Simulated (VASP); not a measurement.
# CuAu3: single point with PBEsol

CuAu3:

```xyz
4
Lattice="3.9800 0.0000 0.0000 0.0000 3.9800 0.0000 0.0000 0.0000 3.9800" Properties=species:S:1:pos:R:3 pbc="T T T"
Au    1.9900    1.9900    0.0000
Au    1.9900    0.0000    1.9900
Au    0.0000    1.9900    1.9900
Cu    0.0000    0.0000    0.0000
```

| Quantity | Value |
| --- | --- |
| Program | VASP 6.6.1 |
| Task | single point |
| Functional | PBEsol |
| Potentials or basis | VASP PAW PBE potentials, release 64 (Au, Cu) |
| Cutoff | 520 eV |
| k mesh | 7 × 7 × 7 |
| Occupations | fermi-dirac, width 0.05 eV |
| Spin | no spin polarisation |

```yaml
Pressure: -1.1 GPa
Band_gap_on_the_k_mesh: zero (band 22 reaches 10.08 eV, above the bottom of band 23 at 8.69 eV)
```

Levels at points of the mesh, in eV from the Fermi level:
```tsv
k point	band 19	band 20	band 21	band 22	band 23	band 24	band 25	band 26
(0.00, 0.00, 0.00)	-1.40	-1.40	-1.40	1.03	1.03	1.03	5.99	5.99
```

Wall time 26 s on 1 thread of Intel(R) Xeon(R) Platinum 8488C (Sapphire Rapids) (shared host), peak memory 0.18 GiB.

Caveat: the PAW data sets were made with another functional, which shifts forces and pressure a little; spin-orbit coupling is left out, which moves the levels of the heavy elements.
